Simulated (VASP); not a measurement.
Input of a VASP 6.6.1 run:

INCAR

```
SYSTEM = AlN
PREC     = Accurate       ! precision mode
ENCUT    = 520            ! plane-wave cutoff, eV
EDIFF    = 1E-6           ! SCF threshold, eV
ISMEAR   = 0              ! smearing method
SIGMA    = 0.02           ! smearing width, eV
LREAL    = .False.        ! projectors in reciprocal space
LASPH    = .True.         ! aspherical terms in the spheres
NELM     = 60             ! most SCF steps
ALGO     = Normal         ! electronic algorithm
ISIF     = 2              ! what is computed and relaxed
LWAVE    = .False.        ! write WAVECAR
LCHARG   = .False.        ! write CHGCAR
GGA      = PE             ! functional
NBANDS   = 11             ! bands
```

KPOINTS

```
regular mesh
0
Gamma
  10 10 10
  0 0 0
```

POSCAR

```
AlN
1.0
    0.0000000000      2.0194829120      2.0194829120
    2.0194829120      0.0000000000      2.0194829120
    2.0194829120      2.0194829120      0.0000000000
Al N
1 1
Direct
    0.5000000000      0.5000000000      0.5000000000
    0.0000000000      0.0000000000      0.0000000000
```

Potentials or basis: VASP PAW PBE potentials, release 64 (Al, N).

The run is started by

```console
$ cat potpaw_PBE.64/Al/POTCAR potpaw_PBE.64/N/POTCAR > POTCAR
$ mpirun -np 1 vasp_std > vasp.out
```

Problem. What does it give for the band gap on the k mesh?

Solution. 4.64 eV, indirect (least direct gap 5.72 eV).

Problem. Predict the pressure.

Solution. 5.9 GPa.

Caveat: the cell differs from its parent crystal (strained). A k mesh can miss the band edges.
